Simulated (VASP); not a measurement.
Hf, 2 atoms in the cell. It takes space group P6_3/mmc (No. 194, hexagonal). The conventional cell has a = 3.203 Å, b = 3.203 Å, c = 4.921 Å, α = 90.00°, β = 90.00°, γ = 120.00°. Hf (site symmetry -6m2) has 12 Hf at 3.08 to 3.20 Å within 4.1 Å. 

- Program: VASP 6.6.1
- Task: single point
- Functional: PBEsol-based screened hybrid
- Potentials or basis: VASP PAW PBE potentials, release 64 (Hf_pv)
- Cutoff: 520 eV
- k mesh: 5 × 5 × 3
- Occupations: fermi-dirac, width 0.05 eV
- Spin: no spin polarisation
- Dipole correction: no
- Grid for exact exchange (PRECFOCK): Normal
- Share of exact exchange: 0.25
- Further INCAR settings: ALGO = Normal; EDIFF = 1e-06; NBANDS = 17
- Screening parameter: 0.207 1/Å

Potentials or basis: VASP PAW PBE potentials, release 64 (Hf_pv).

The run is started by

```sh
$ cat potpaw_PBE.64/Hf_pv/POTCAR > POTCAR
$ cp INCAR.step1 INCAR
$ mpirun -np 1 vasp_std > vasp.out
$ cp INCAR.step2 INCAR
$ mpirun -np 1 vasp_std > vasp.out
```

Hardware: 1 thread of AMD EPYC 7R13 Processor (Zen 3) (shared host).

**Question.** Estimate the wall time of this run.

**Answer.** It took 14 min on 1 thread of AMD EPYC 7R13 Processor (Zen 3), with other jobs on the host, peak memory 0.24 GiB. Counts: k points 10.
